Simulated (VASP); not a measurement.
# Y (P6_3/mmc) in VASP: notebook

Y is run at these levels: PBEsol; tasks: single point.

Everything below comes from runs of VASP 6.6.1. Logs are shortened: lines on timing, memory, paths and dates and some standing lists are left out, and cuts for length are marked.

### Step 1. The cell of the first run

Symmetry: P6_3/mmc, No. 194, hexagonal system. The conventional cell has a = 3.328 Å, b = 3.328 Å, c = 10.748 Å, α = 90.00°, β = 90.00°, γ = 120.00°. Y (site symmetry -6m2) has 12 Y at 3.30 to 3.33 Å within 4.3 Å. Within 4.3 Å of Y (site symmetry -3m) lie 12 Y at 3.30 to 3.33 Å.

### Step 2. Single point, PBEsol

Input file INCAR:

```
SYSTEM = Y
PREC = Accurate
ENCUT = 520
EDIFF = 1E-6
ISMEAR = -1
SIGMA = 0.05
LREAL = .FALSE.
LASPH = .TRUE.
NELM = 100
ALGO = Normal
ISIF = 2
LWAVE = .FALSE.
LCHARG = .FALSE.
GGA = PS
NBANDS = 30
```

Input file KPOINTS:

```
regular mesh
0
G
  8 8 3
  0 0 0
```

Input file POSCAR:

```
Y
1.0
    3.3281629324      0.0000000000      0.0000000000
   -1.6640814662      2.8822736474      0.0000000000
    0.0000000000      0.0000000000     10.7477852590
Y
4
Direct
    0.6666666667      0.3333333333      0.7500000000
    0.0000000000      0.0000000000      0.5000000000
    0.3333333333      0.6666666667      0.2500000000
    0.0000000000      0.0000000000      0.0000000000
```

Potentials or basis: VASP PAW PBE potentials, release 64 (Y_sv).

Started as:

```sh
> cat potpaw_PBE.64/Y_sv/POTCAR > POTCAR
> mpirun -np 1 vasp_std > vasp.out
```

OUTCAR:

```text
SYSTEM = Y
   PREC = Accurate
   ENCUT = 520
   EDIFF = 1E-6
   ISMEAR = -1
   LREAL = .FALSE.
   LASPH = .TRUE.
   NELM = 100
   ISIF = 2
   GGA = PS

 ion  position               nearest neighbor table
   1  0.667  0.333  0.750-   2 3.30   4 3.30   2 3.30   4 3.30   2 3.30   4 3.30
   2  0.000  0.000  0.500-   1 3.30   3 3.30   1 3.30   3 3.30   1 3.30   3 3.30
   3  0.333  0.667  0.250-   2 3.30   4 3.30   2 3.30   4 3.30   2 3.30   4 3.30
   4  0.000  0.000  0.000-   1 3.30   3 3.30   1 3.30   3 3.30   1 3.30   3 3.30

  LATTYP: Found a hexagonal cell.
 ALAT       =     3.3281629324
 C/A-ratio  =     3.2293446797

  Lattice vectors:

 A1 = (   3.3281629324,   0.0000000000,   0.0000000000)
 A2 = (  -1.6640814662,   2.8822736474,   0.0000000000)
 A3 = (   0.0000000000,   0.0000000000,  10.7477852590)

Analysis of symmetry for initial positions (statically):
=====================================================================
 Subroutine PRICEL returns:
 Original cell was already a primitive cell.

 Routine SETGRP: Setting up the symmetry group for a
 hexagonal supercell.

 Subroutine GETGRP returns: Found 24 space group operations
 (whereof 12 operations were pure point group operations)
 out of a pool of 24 trial point group operations.

The static configuration has the point symmetry D_3d.
 The point group associated with its full space group is D_6h.

Analysis of symmetry for dynamics (positions and initial velocities):
=====================================================================
 Subroutine PRICEL returns:
 Original cell was already a primitive cell.

 Routine SETGRP: Setting up the symmetry group for a
 hexagonal supercell.

 Subroutine GETGRP returns: Found 24 space group operations
 (whereof 12 operations were pure point group operations)
 out of a pool of 24 trial point group operations.

The dynamic configuration has the point symmetry D_3d.
 The point group associated with its full space group is D_6h.

 Subroutine INISYM returns: Found 24 space group operations
 (whereof 12 operations are pure point group operations),
 and found     1 'primitive' translations

----------------------------------------------------------------------------------------

                                     Primitive cell

  volume of cell :     103.1000

  direct lattice vectors                    reciprocal lattice vectors
     3.328162932  0.000000000  0.000000000     0.300466059  0.173474160  0.000000000
    -1.664081466  2.882273647  0.000000000     0.000000000  0.346948320  0.000000000
     0.000000000  0.000000000 10.747785259     0.000000000  0.000000000  0.093042425

  length of vectors
     3.328162932  3.328162932 10.747785259     0.346948320  0.346948320  0.093042425

  position of ions in fractional coordinates (direct lattice)
     0.666666667  0.333333333  0.750000000
     0.000000000  0.000000000  0.500000000
     0.333333333  0.666666667  0.250000000
     0.000000000  0.000000000  0.000000000

  ion indices of the primitive-cell ions
   primitive index   ion index
                 1           1
                 2           2
                 3           3
                 4           4

----------------------------------------------------------------------------------------

 KPOINTS: regular mesh

Automatic generation of k-mesh.
 Grid dimensions read from file:
 generate k-points for:    8    8    3

 Generating k-lattice:

  Cartesian coordinates                     Fractional coordinates (reciprocal lattice)
     0.037558257  0.021684270  0.000000000     0.125000000 -0.000000000  0.000000000
     0.000000000  0.043368540  0.000000000     0.000000000  0.125000000  0.000000000
     0.000000000  0.000000000  0.031014142     0.000000000  0.000000000  0.333333333

  Length of vectors
     0.043368540  0.043368540  0.031014142

  Shift w.r.t. Gamma in fractional coordinates (k-lattice)
     0.000000000  0.000000000  0.000000000

 Subroutine IBZKPT returns following result:
 ===========================================

 Found     20 irreducible k-points:

 Following reciprocal coordinates:
            Coordinates               Weight
  0.000000  0.000000  0.000000      1.000000
  0.125000 -0.000000  0.000000      6.000000
  0.250000 -0.000000  0.000000      6.000000
  0.375000 -0.000000  0.000000      6.000000
  0.500000 -0.000000  0.000000      3.000000
  0.125000  0.125000  0.000000      6.000000
[... 12 lines left out ...]
  0.250000  0.250000  0.333333     12.000000
  0.375000  0.250000  0.333333     12.000000
   k-points           NKPTS =     20   k-points in BZ     NKDIM =     20   number of bands    NBANDS=     30
   number of dos      NEDOS =    301   number of ions     NIONS =      4
   total plane-waves  NPLWV =  62720
   dimension x,y,z NGX =    28 NGY =   28 NGZ =   80
   dimension x,y,z NGXF=    56 NGYF=   56 NGZF=  160
   ions per type =               4
   NGX,Y,Z   is equivalent  to a cutoff of  13.99, 13.99, 12.37 a.u.
   NGXF,Y,Z  is equivalent  to a cutoff of  27.97, 27.97, 24.75 a.u.
 SYSTEM =  Y
   PREC   = accura    normal or accurate (medium, high low for compatibility)
   ISTART =      0    job   : 0-new  1-cont  2-samecut
   ICHARG =      2    charge: 1-file 2-atom 10-const
   ISPIN  =      1    spin polarized calculation?
   LNONCOLLINEAR =      F non collinear calculations
   LSORBIT =      F    spin-orbit coupling
   LASPH  =      T    aspherical Exc in radial PAW
   ENCUT  =  520.0 eV  38.22 Ry    6.18 a.u.   6.19  6.19 19.98*2*pi/ulx,y,z
   NELM   =    100;   NELMIN=  2; NELMDL= -5     # of ELM steps
   EDIFF  = 0.1E-05   stopping-criterion for ELM
   LREAL  =      F    real-space projection
   EDIFFG = 0.1E-04   stopping-criterion for IOM
   NSW    =      0    number of steps for IOM
   IBRION =     -1    ionic relax: 0-MD 1-quasi-New 2-CG
   NFREE  =      0    steps in history (QN), initial steepest desc. (CG)
   ISIF   =      2    stress and relaxation
   ISYM   =      2    0-nonsym 1-usesym 2-fastsym
   POTIM  = 0.5000    time-step for ionic-motion
   TEBEG  =    0.0;   TEEND  =   0.0 temperature during run
   PSTRESS=    0.0 pullay stress
   NELECT =      44.0000    total number of electrons
   NUPDOWN=      -1.0000    fix difference up-down
   EMIN   =  10.00;   EMAX   =-10.00  energy-range for DOS
   EFERMI =   0.00;   METHOD = LEGACY
   ISMEAR =    -1;   SIGMA  =   0.05  broadening in eV -4-tet -1-fermi 0-gaus
   EFERMI_NEDOS =   21; number of points for ismear=-14 and -15
   IALGO  =     38    algorithm
   IMIX   =      4    mixing-type and parameters
     AMIX     =   0.40;   BMIX     =  1.00
     AMIX_MAG =   1.60;   BMIX_MAG =  1.00
  volume/ion in A,a.u.               =      25.78       173.94
  Fermi-wavevector in a.u.,A,eV,Ry     =   1.232555  2.329190 20.669843  1.519191
  Thomas-Fermi vector in A             =   2.367320
   LORBIT       =      0    0 simple, 1 ext, 2 COOP (PROOUT), +10 PAW based schemes
   GGA     = PS    functional components
   LHFCALC =     F    Hartree Fock is set to
   AEXX    =    0.0000 exact exchange contribution
   IVDW    =     0    specifies the selected vdW correction
   LEPSILON=     F    determine dielectric tensor
   LRPA    =     F    only Hartree local field effects (RPA)
 non-spin polarized calculation
  energy-cutoff  :      520.00
  volume of cell :      103.10
 maximum number of plane-waves:      2796
 NGX is ok and might be reduce to    28
   NGX = 13   NGY = 13   NGZ = 39

 number of electron      44.0000001 magnetization

 Free energy of the ion-electron system (eV)
  ---------------------------------------------------
  ext. energy  EPLUGINS =         0.00000000
  ---------------------------------------------------
  free energy    TOTEN  =       -26.75881137 eV

  energy without entropy =      -26.72174162  energy(sigma->0) =      -26.74027649

 E-fermi :   4.1685     XC(G=0): -10.5286

 val. band max:        4.1512273332   @ k =   0.2500  -0.0000   0.0000
 cond. band min:       4.1859660158   @ k =   0.2500   0.2500   0.3333
 fundamental gap:      0.0347386827
 Fermi energy:         4.1684985506

 k-point     1 :       0.0000    0.0000    0.0000
  band No.  band energies     occupation
      1     -37.9296      2.00000
      2     -37.8495      2.00000
      3     -37.8269      2.00000
      4     -37.7448      2.00000
      5     -18.5846      2.00000
      6     -18.0020      2.00000
[... 22 lines left out ...]
     29       6.5037      0.00000
     30       6.5040      0.00000

 k-point     2 :       0.1250   -0.0000    0.0000
  band No.  band energies     occupation
      1     -37.9074      2.00000
      2     -37.8332      2.00000
      3     -37.8106      2.00000
      4     -37.7347      2.00000
      5     -18.5261      2.00000
      6     -18.0253      2.00000
[... 22 lines left out ...]
     29       6.5484      0.00000
     30       6.8357      0.00000

 k-point     3 :       0.2500   -0.0000    0.0000
  band No.  band energies     occupation
      1     -37.8513      2.00000
      2     -37.7936      2.00000
      3     -37.7711      2.00000
      4     -37.7125      2.00000
      5     -18.3750      2.00000
      6     -18.1740      2.00000
[... 22 lines left out ...]
     29       6.5044      0.00000
     30       7.1339      0.00000

 k-point     4 :       0.3750   -0.0000    0.0000
  band No.  band energies     occupation
      1     -37.7885      2.00000
      2     -37.7536      2.00000
      3     -37.7312      2.00000
      4     -37.6960      2.00000
      5     -18.4351      2.00000
      6     -18.4296      2.00000
[... 22 lines left out ...]
     29       6.5038      0.00000
     30       7.5667      0.00000

 k-point     5 :       0.5000   -0.0000    0.0000
  band No.  band energies     occupation
      1     -37.7575      2.00000
      2     -37.7369      2.00000
      3     -37.7147      2.00000
      4     -37.6939      2.00000
      5     -18.5460      2.00000
      6     -18.5366      2.00000
[... 22 lines left out ...]
     29       7.1121      0.00000
     30       7.5918      0.00000
[... 394 lines left out ...]
     29       6.5187      0.00000
     30       6.9349      0.00000

 k-point    18 :       0.3750    0.1250    0.3333
  band No.  band energies     occupation
      1     -37.7542      2.00000
      2     -37.7446      2.00000
      3     -37.7070      2.00000
      4     -37.6973      2.00000
      5     -18.4530      2.00000
      6     -18.4363      2.00000
[... 22 lines left out ...]
     29       6.5657      0.00000
     30       6.9557      0.00000

 k-point    19 :       0.2500    0.2500    0.3333
  band No.  band energies     occupation
      1     -37.7545      2.00000
      2     -37.7447      2.00000
      3     -37.7069      2.00000
      4     -37.6971      2.00000
      5     -18.3509      2.00000
      6     -18.3295      2.00000
[... 22 lines left out ...]
     29       6.7731      0.00000
     30       6.8025      0.00000

 k-point    20 :       0.3750    0.2500    0.3333
  band No.  band energies     occupation
      1     -37.7296      2.00000
      2     -37.7268      2.00000
      3     -37.7013      2.00000
      4     -37.6985      2.00000
      5     -18.3604      2.00000
      6     -18.3569      2.00000
[... 22 lines left out ...]
     29       6.9477      0.00000
     30       7.1550      0.00000

------------------------ aborting loop because EDIFF is reached ----------------------------------------

  FORCE on cell =-STRESS in cart. coord.  units (eV):
  Direction    XX          YY          ZZ          XY          YZ          ZX
  --------------------------------------------------------------------------------------
  -------------------------------------------------------------------------------------
  Total        6.2750837      6.2750837      6.2787271      0.0000000      0.0000000     -0.0000000
  in kB       97.5149796     97.5149796     97.5715975      0.0000000      0.0000000     -0.0000000
  external PRESSURE =      97.5338523 kB  Pullay stress =       0.0000000 kB

 VOLUME and BASIS-vectors are now :
 -----------------------------------------------------------------------------
  energy-cutoff  :      520.00
  volume of cell :      103.10
      direct lattice vectors                 reciprocal lattice vectors
     3.328162932  0.000000000  0.000000000     0.300466059  0.173474160  0.000000000
    -1.664081466  2.882273647  0.000000000     0.000000000  0.346948320  0.000000000
     0.000000000  0.000000000 10.747785259     0.000000000  0.000000000  0.093042425

 POSITION                                       TOTAL-FORCE (eV/Angst)
 -----------------------------------------------------------------------------------
      1.66408      0.96076      8.06084         0.000000      0.000000     -0.000000
      0.00000      0.00000      5.37389        -0.000000     -0.000000      0.000000
     -0.00000      1.92152      2.68695        -0.000000     -0.000000     -0.000000
      0.00000      0.00000      0.00000        -0.000000     -0.000000      0.000000
 -----------------------------------------------------------------------------------
    total drift:                                0.000000     -0.000000      0.000000

  FREE ENERGIE OF THE ION-ELECTRON SYSTEM (eV)
  ---------------------------------------------------
  free  energy   TOTEN  =       -26.7588113705 eV

  energy  without entropy=      -26.7217416169  energy(sigma->0) =      -26.74027649
```

It took 68 s on 1 thread of Oxide Virtual Turin-like, shared host; peak memory 0.22 GiB.

What came out:

```yaml
Free_energy: -26.7588 eV
Pressure: 9.8 GPa
Band_gap_on_the_k_mesh: zero (bands 22 and 23 overlap by 1.68 eV)
```

Levels at points of the mesh, in eV from the Fermi level:
```tsv
k point	band 18	band 19	band 20	band 21	band 22	band 23	band 24	band 25	band 26	band 27
(0.00, 0.00, 0.00)	-3.34	-3.31	-2.29	0.87	0.92	1.64	1.77	1.77	1.84	1.84
(0.50, 0.00, 0.00)	-2.30	-1.76	-1.35	-0.69	-0.57	-0.35	0.78	0.87	1.71	2.27
```

Caveat: the cell stands under pressure; the PAW data sets were made with another functional, which shifts forces and pressure a little.

### Step 3. Single point, PBEsol

This run uses another cell than the first one, of 27.87 Å³/atom.

Input file INCAR:

```
SYSTEM = Y
PREC = Accurate
ENCUT = 520
EDIFF = 1E-7
ISMEAR = -1
SIGMA = 0.05
LREAL = .False.
LASPH = .True.
NELM = 60
ALGO = Normal
ISIF = 2
LWAVE = .False.
LCHARG = .False.
GGA = PS
NBANDS = 30
```

Input file KPOINTS:

```
Automatic mesh
0
Gamma
  8 8 3
  0 0 0
```

Input file POSCAR:

```
Y
1.0
    3.4161769970      0.0000000000      0.0000000000
   -1.7080884985      2.9584960632      0.0000000000
    0.0000000000      0.0000000000     11.0284198188
Y
4
Direct
    0.6666666667      0.3333333333      0.7500000000
    0.0000000000      0.0000000000      0.5000000000
    0.3333333333      0.6666666667      0.2500000000
    0.0000000000      0.0000000000      0.0000000000
```

Potentials or basis: VASP PAW PBE potentials, release 64 (Y_sv).

Started as:

```sh
> cat potpaw_PBE.64/Y_sv/POTCAR > POTCAR
> mpirun -np 1 vasp_std > vasp.out
```

Wall time 1.9 min (1 thread of Oxide Virtual Turin-like, shared host); peak memory 0.23 GiB.

Results (log left out):

* Free energy: -27.1332 eV
* Pressure: 4.8 GPa
* Band gap on the k mesh: zero (bands 22 and 23 overlap by 1.37 eV)

Levels at points of the mesh, in eV from the Fermi level:
```csv
k point,band 20,band 21,band 22,band 23,band 24,band 25
"(0.00, 0.00, 0.00)",-2.18,0.82,0.88,1.27,1.72,1.72
"(0.50, 0.00, 0.00)",-1.29,-0.61,-0.57,-0.33,0.68,0.77
```

Caveat: the cell stands under pressure; the PAW data sets were made with another functional, which shifts forces and pressure a little.

The gap in the log of VASP goes by the Fermi energy; the results here count the filled bands.